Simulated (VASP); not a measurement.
Here is a VASP 6.6.1 calculation.

File POSCAR:

```
MgTe
1.0
    4.5751273985      0.0000000000      0.0000000000
   -2.2875636993      3.9621765527      0.0000000000
    0.0000000000      0.0000000000      7.4446471561
Mg Te
2 2
Direct
    0.3333333333      0.6666666667      0.9967598823
    0.6666666667      0.3333333333      0.4967598823
    0.3333333333      0.6666666667      0.3732401177
    0.6666666667      0.3333333333      0.8732401177
```

INCAR.step1

```
SYSTEM = MgTe
ALGO = Normal
EDIFF = 1E-5
ENCUT = 520
GGA = PE
GGA_COMPAT = .FALSE.
ISIF = 2
ISMEAR = -1
LASPH = .TRUE.
LCHARG = .FALSE.
LREAL = .FALSE.
LWAVE = .TRUE.
NBANDS = 16
NELM = 120
PREC = Accurate
SIGMA = 0.02
```

Contents of INCAR.step2:

```
SYSTEM = MgTe
ALGO = Normal
EDIFF = 1E-6
ENCUT = 520
GGA = PE
GGA_COMPAT = .FALSE.
HFSCREEN = 0.2079
ISIF = 2
ISMEAR = -1
ISTART = 1
LASPH = .TRUE.
LCHARG = .FALSE.
LHFCALC = .TRUE.
LREAL = .FALSE.
LWAVE = .FALSE.
NBANDS = 16
NELM = 120
PREC = Accurate
PRECFOCK = Normal
SIGMA = 0.02
```

Contents of KPOINTS:

```
k-points
0
G
  6 6 2
  0 0 0
```

Potentials or basis: VASP PAW PBE potentials, release 64 (Mg, Te).

Command:

```sh
$ cat potpaw_PBE.64/Mg/POTCAR potpaw_PBE.64/Te/POTCAR > POTCAR
$ cp INCAR.step1 INCAR
$ mpirun -np 1 vasp_std > vasp.out
$ cp INCAR.step2 INCAR
$ mpirun -np 1 vasp_std > vasp.out
```

Estimate the band gap on the k mesh.

3.21 eV.

What does it give for the pressure?

-0.1 GPa.

Caveat: the k points lie up to 0.42 Å⁻¹ apart; the PAW data sets were made with another functional, which shifts forces and pressure a little; spin-orbit coupling is left out, which moves the levels of the heavy elements.
